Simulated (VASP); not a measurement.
# TiC (I4/mmm) in VASP: further runs, part 2 of 2

VASP 6.6.1.

## (3) Single point, PBE (strain +0.015 along x and y, -0.015 along z)

File INCAR:

```
ALGO = Normal
EDIFF = 1E-6
ENCUT = 520
GGA = PE
ISIF = 2
ISMEAR = 0
LASPH = True
LCHARG = False
LREAL = False
LWAVE = False
NBANDS = 15
NELM = 100
PREC = Accurate
SIGMA = 0.15
```

File KPOINTS:

```
k-points
0
Gamma
  18 18 18
```

File POSCAR:

```
TiC
1.0
    0.0000000000      2.1964600000      2.1315400000
    2.1964600000      0.0000000000      2.1315400000
    2.1964600000      2.1964600000      0.0000000000
Ti C
1 1
Direct
    0.0000000000      0.0000000000      0.0000000000
    0.5000000000      0.5000000000      0.5000000000
```

Potentials or basis: VASP PAW PBE potentials, release 64 (Ti_sv, C).

Started as:

```bash
$ cat potpaw_PBE.64/Ti_sv/POTCAR potpaw_PBE.64/C/POTCAR > POTCAR
$ mpirun -np 1 vasp_std > vasp.out
```

Wall time 89 s (1 thread of Intel Xeon 6975P-C, shared host); peak memory 0.26 GiB.

The run converged. Its results:

```
Free energy            : -18.6946 eV
Pressure               : -2.2 GPa
Band gap on the k mesh : zero (band 8 reaches 10.10 eV, above the bottom of band 9 at 8.66 eV)
```

Stress tensor (GPa, compression positive):
```
-6.09  0.00  0.00
 0.00 -6.09  0.00
 0.00  0.00  5.67
```

Levels at points of the mesh, in eV from the Fermi level:
```
           k point  band 4  band 5  band 6  band 7  band 8  band 9  band 10  band 11  band 12  band 13
(0.00, 0.00, 0.00)  -32.63  -12.35    0.61    0.61    0.83    1.57     1.62     1.62     1.73     1.77
(0.50, 0.00, 0.00)  -32.68   -8.92   -5.79   -2.89   -2.85    2.79     2.93     4.03     7.81     8.12
(0.50, 0.50, 0.00)  -32.85  -10.04   -3.21   -1.62   -0.20   -0.20     2.66     3.46     3.46     5.86
(0.50, 0.00, 0.50)  -32.80  -10.10   -3.53   -1.57    0.02    0.04     2.64     3.35     3.53     5.59
```

Caveat: the cell differs from its parent crystal (strain +0.015 along x and y, -0.015 along z).

## (4) Single point, PBE (strain -0.030 along x and y, -0.015 along z)

File INCAR:

```
PREC = Accurate
ENCUT = 520
EDIFF = 1E-6
ISMEAR = 0
SIGMA = 0.15
LREAL = False
LASPH = True
NELM = 60
ALGO = Normal
ISIF = 2
LWAVE = False
LCHARG = False
GGA = PE
NBANDS = 15
```

File KPOINTS:

```
regular mesh
0
Gamma
  18 18 18
```

File POSCAR:

```
TiC
1.0
    0.0000000000      2.0990800000      2.1315400000
    2.0990800000      0.0000000000      2.1315400000
    2.0990800000      2.0990800000      0.0000000000
Ti C
1 1
Direct
    0.0000000000      0.0000000000      0.0000000000
    0.5000000000      0.5000000000      0.5000000000
```

Started as:

```bash
$ cat potpaw_PBE.64/Ti_sv/POTCAR potpaw_PBE.64/C/POTCAR > POTCAR
$ mpirun -np 1 vasp_std > vasp.out
```

Wall time 76 s (1 thread of Intel Xeon 6975P-C, shared host); peak memory 0.26 GiB.

Results (log left out):

| Quantity | Value |
| --- | --- |
| Free energy | -18.5974 eV |
| Pressure | 23.6 GPa |
| Band gap on the k mesh | zero (band 8 reaches 11.12 eV, above the bottom of band 9 at 9.90 eV) |

Stress tensor (GPa, compression positive):
```
26.40  0.00  0.00
 0.00 26.40  0.00
 0.00  0.00 18.12
```

Levels at points of the mesh, in eV from the Fermi level:
| k point | band 4 | band 5 | band 6 | band 7 | band 8 | band 9 | band 10 | band 11 | band 12 | band 13 |
| --- | --- | --- | --- | --- | --- | --- | --- | --- | --- | --- |
| (0.00, 0.00, 0.00) | -32.34 | -12.77 | 0.62 | 0.75 | 0.75 | 1.72 | 1.80 | 1.80 | 1.81 | 1.94 |
| (0.50, 0.00, 0.00) | -32.39 | -8.90 | -6.21 | -3.18 | -3.15 | 3.19 | 3.26 | 4.56 | 8.65 | 8.80 |
| (0.50, 0.50, 0.00) | -32.55 | -10.46 | -3.60 | -1.85 | 0.11 | 0.11 | 2.99 | 3.90 | 3.90 | 6.46 |
| (0.50, 0.00, 0.50) | -32.57 | -10.44 | -3.42 | -1.88 | -0.03 | 0.00 | 3.00 | 3.85 | 3.96 | 6.62 |

Caveat: the cell differs from its parent crystal (strain -0.030 along x and y, -0.015 along z).

## (5) Single point, PBE (strain -0.030 along x and y, +0.000 along z)

File INCAR:

```
ALGO = Normal
EDIFF = 1E-6
ENCUT = 520
GGA = PE
ISIF = 2
ISMEAR = 0
LASPH = True
LCHARG = True
LELF = True
LREAL = False
LVHAR = True
LWAVE = False
NBANDS = 15
NELM = 80
PREC = Accurate
SIGMA = 0.15
```

File KPOINTS:

```
k-points
0
Gamma
  18 18 18
```

File POSCAR:

```
TiC
1.0
    0.0000000000      2.0990800000      2.1640000000
    2.0990800000      0.0000000000      2.1640000000
    2.0990800000      2.0990800000      0.0000000000
Ti C
1 1
Direct
    0.0000000000      0.0000000000      0.0000000000
    0.5000000000      0.5000000000      0.5000000000
```

Potentials or basis: VASP PAW PBE potentials, release 64 (Ti_sv, C).

Started as:

```bash
$ cat potpaw_PBE.64/Ti_sv/POTCAR potpaw_PBE.64/C/POTCAR > POTCAR
$ mpirun -np 1 vasp_std > vasp.out
```

OUTCAR:

```text
EDIFF = 1E-6
   ENCUT = 520
   GGA = PE
   ISIF = 2
   ISMEAR = 0
   LASPH = True
   LREAL = False
   NELM = 80
   PREC = Accurate

 ion  position               nearest neighbor table
   1  0.000  0.000  0.000-   2 2.10   2 2.10   2 2.10   2 2.10   2 2.16   2 2.16
   2  0.500  0.500  0.500-   1 2.10   1 2.10   1 2.10   1 2.10   1 2.16   1 2.16

  LATTYP: Found a body centered tetragonal cell.
 ALAT       =     2.9685474045
 C/A-ratio  =     1.4579521262

  Lattice vectors:

 A1 = (  -2.0990800000,   0.0000000000,   2.1640000000)
 A2 = (   2.0990800000,   0.0000000000,   2.1640000000)
 A3 = (   0.0000000000,   2.0990800000,  -2.1640000000)

Analysis of symmetry for initial positions (statically):
=====================================================================
 Subroutine PRICEL returns:
 Original cell was already a primitive cell.

 Routine SETGRP: Setting up the symmetry group for a
 body centered tetragonal supercell.

 Subroutine GETGRP returns: Found 16 space group operations
 (whereof 16 operations were pure point group operations)
 out of a pool of 16 trial point group operations.

The static configuration has the point symmetry D_4h.
[... 175 lines left out ...]
      6      10.7253      0.00000
      7      10.9753      0.00000
      8      10.9753      0.00000
      9      11.8389      0.00000
     10      11.8797      0.00000
     11      11.9818      0.00000
     12      11.9818      0.00000
     13      12.1466      0.00000
     14      21.6365      0.00000
[... 401 lines left out ...]
      2     -22.5219      2.00000
      3     -22.2870      2.00000
      4     -22.2140      2.00000
      5      -1.1228      2.00000
      6       7.3958      2.00000
      7       8.2923      2.00000
      8       8.4407      2.00000
      9      11.8437      0.00000
     10      12.2297      0.00000
     11      13.3438      0.00000
     12      15.5373      0.00000
     13      17.0300      0.00000
     14      22.2131      0.00000
     15      25.0053      0.00000

 [... further k-points ...]

------------------------ aborting loop because EDIFF is reached ----------------------------------------

  FORCE on cell =-STRESS in cart. coord.  units (eV):
  Direction    XX          YY          ZZ          XY          YZ          ZX
  --------------------------------------------------------------------------------------
  -------------------------------------------------------------------------------------
  Total        2.8669406      2.8669406      1.0619991      0.0000000     -0.0000000     -0.0000000
  in kB      240.8707355    240.8707355     89.2256077      0.0000000     -0.0000000     -0.0000000
  external PRESSURE =     190.3223596 kB  Pullay stress =       0.0000000 kB

 VOLUME and BASIS-vectors are now :
 -----------------------------------------------------------------------------
  energy-cutoff  :      520.00
  volume of cell :       19.07
      direct lattice vectors                 reciprocal lattice vectors
     0.000000000  2.099080000  2.164000000    -0.238199592  0.238199592  0.231053604
     2.099080000  0.000000000  2.164000000     0.238199592 -0.238199592  0.231053604
     2.099080000  2.099080000  0.000000000     0.238199592  0.238199592 -0.231053604

 POSITION                                       TOTAL-FORCE (eV/Angst)
 -----------------------------------------------------------------------------------
      0.00000      0.00000      0.00000         0.000000      0.000000     -0.000000
      2.09908      2.09908      2.16400        -0.000000     -0.000000      0.000000
 -----------------------------------------------------------------------------------
    total drift:                                0.000000     -0.000000     -0.000000

  FREE ENERGIE OF THE ION-ELECTRON SYSTEM (eV)
  ---------------------------------------------------
  free  energy   TOTEN  =       -18.6214213957 eV

  energy  without entropy=      -18.6180803334  energy(sigma->0) =      -18.61975086
```

It took 75 s on 1 thread of Intel Xeon 6975P-C, shared host; peak memory 0.26 GiB.

Results:

| Quantity | Value |
| --- | --- |
| Free energy | -18.6214 eV |
| Pressure | 19.0 GPa |
| Band gap on the k mesh | zero (band 8 reaches 10.98 eV, above the bottom of band 9 at 9.67 eV) |

Stress tensor (GPa, compression positive):
```
24.09  0.00  0.00
 0.00 24.09  0.00
 0.00  0.00  8.92
```

Caveat: the cell differs from its parent crystal (strain -0.030 along x and y, +0.000 along z).

## (6) Overview

| cell | gap on the mesh (eV) | pressure (GPa) |
| --- | --- | --- |
| a = 3.061, b = 3.061, c = 3.014 Å, angles 60.5, 60.5, 59.0°, 2 atoms | none | 5.5 |
| a = 3.061, b = 3.061, c = 3.106 Å, angles 59.5, 59.5, 61.0°, 2 atoms | none | -2.2 |
| a = 2.992, b = 2.992, c = 2.969 Å, angles 60.3, 60.3, 59.5°, 2 atoms | none | 23.6 |
| a = 3.015, b = 3.015, c = 2.969 Å, angles 60.5, 60.5, 59.0°, 2 atoms | none | 19.0 |

Alike in all rows: task single point; level PBE; potentials or basis VASP PAW PBE potentials, release 64 (Ti_sv, C); no spin polarisation; k mesh 18 × 18 × 18; cutoff (eV) 520; smearing gaussian 0.15 eV.

Total energies depend on the potentials used, so only differences within one code and one set of settings carry meaning.
